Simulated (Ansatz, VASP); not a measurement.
HfN: VASP beside Ansatz

INCAR

```
ALGO = Normal
EDIFF = 1E-6
ENCUT = 520
GGA = PE
ISIF = 2
ISMEAR = 0
LASPH = T
LCHARG = T
LELF = T
LREAL = F
LVHAR = T
LWAVE = F
NBANDS = 14
NELM = 60
PREC = Accurate
SIGMA = 0.15
```

File KPOINTS:

```
k-points
0
Gamma
  18 18 18
```

Contents of POSCAR:

```
HfN
1.0
    0.0000000000      2.2928850000      2.2251150000
    2.2928850000      0.0000000000      2.2251150000
    2.2928850000      2.2928850000      0.0000000000
Hf N
1 1
Direct
    0.0000000000      0.0000000000      0.0000000000
    0.5000000000      0.5000000000      0.5000000000
```

Input for Ansatz:

```yaml
crystal:
  lattice:
    - [0.0, 2.292885, 2.225115]
    - [2.292885, 0.0, 2.225115]
    - [2.292885, 2.292885, 0.0]
  atoms:
    - { symbol: Hf, position: [0.0, 0.0, 0.0] }
    - { symbol: "N", position: [0.5, 0.5, 0.5] }
basis:
  ecutwfc: 420
kpoints:
  mp_grid: { grid: [18, 18, 18] }
hamiltonian:
  xc: pbe
scf:
  occupations: { method: gaussian, width: 0.15 }
output:
  forces: true
  stress: true
  eigenvalues: true
```

Change from the starting cell: strain +0.015 along x and y, -0.015 along z, atoms carried along.

Alike in both runs: task single point; functional PBE; k mesh 18 × 18 × 18; occupations gaussian, width 0.15 eV; no spin polarisation.

|  | VASP | Ansatz |
| --- | --- | --- |
| version | VASP 6.6.1 | Ansatz 0.2.0 |
| potentials or method | VASP PAW PBE potentials, release 64 (Hf_pv, N), cutoff 520 eV | scalar-relativistic, plane waves, PAW |
| valence electrons in the cell | 15 | 31 |

|  | VASP | Ansatz | Ansatz less VASP |
| --- | --- | --- | --- |
| gap on the k mesh at the Fermi level (eV) | none | none | - |
| pressure (GPa) | -0.4 | 1.9 | +2.35 |
| traceless stress, the component that is largest in VASP (GPa) | 9.57 | 9.69 | +0.115 |

A gap of «none» marks a metal or a gap that the smearing closes. The functional is the same, so the differences come from potentials, cutoffs and numerics. VASP's potentials hold 15 valence electrons a cell and Ansatz's 31, so a difference there can come from the potentials and not from the codes.

Spin-orbit coupling is off throughout.
